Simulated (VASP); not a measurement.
Input of a VASP 6.6.1 run:

File INCAR:

```
SYSTEM = LiCaF3
ALGO     = Normal         ! electronic algorithm
EDIFF    = 1E-6           ! SCF threshold, eV
ENCUT    = 520            ! plane-wave cutoff, eV
GGA      = CA             ! functional
ISIF     = 2              ! what is computed and relaxed
ISMEAR   = 0              ! smearing method
LASPH    = .TRUE.         ! aspherical terms in the spheres
LCHARG   = .TRUE.         ! write CHGCAR
LELF     = .TRUE.         ! ELF
LREAL    = .FALSE.        ! projectors in reciprocal space
LVHAR    = .TRUE.       
LWAVE    = .FALSE.        ! write WAVECAR
NBANDS   = 25             ! bands
NELM     = 100            ! most SCF steps
PREC     = Accurate       ! precision mode
SIGMA    = 0.05           ! smearing width, eV
```

File KPOINTS:

```
k-points
0
G
  6 6 6
  0 0 0
```

The input POSCAR:

```
LiCaF3
1.0
    3.7612440000      0.0000000000      0.0000000000
    0.0000000000      3.7612440000      0.0000000000
    0.0000000000      0.0000000000      3.7048253400
Li Ca F
1 1 3
Direct
    0.5000000000      0.5000000000      0.5000000000
    0.0000000000      0.0000000000      0.0000000000
    0.0000000000      0.5000000000      0.5000000000
    0.5000000000      0.5000000000      0.0000000000
    0.5000000000      0.0000000000      0.5000000000
```

Potentials or basis: VASP PAW LDA potentials, release 64 (Li_sv, Ca_sv, F).

Command:

```console
$ cat potpaw_LDA.64/Li_sv/POTCAR potpaw_LDA.64/Ca_sv/POTCAR potpaw_LDA.64/F/POTCAR > POTCAR
$ mpirun -np 1 vasp_std > vasp.out
```

(1) Estimate the band gap on the k mesh.

Results:

(1) 6.28 eV, indirect (least direct gap 6.43 eV).

Caveat: the cell differs from its parent crystal (strain -0.0150 x Voigt [0, 0, 1, 0, 0, 0]).
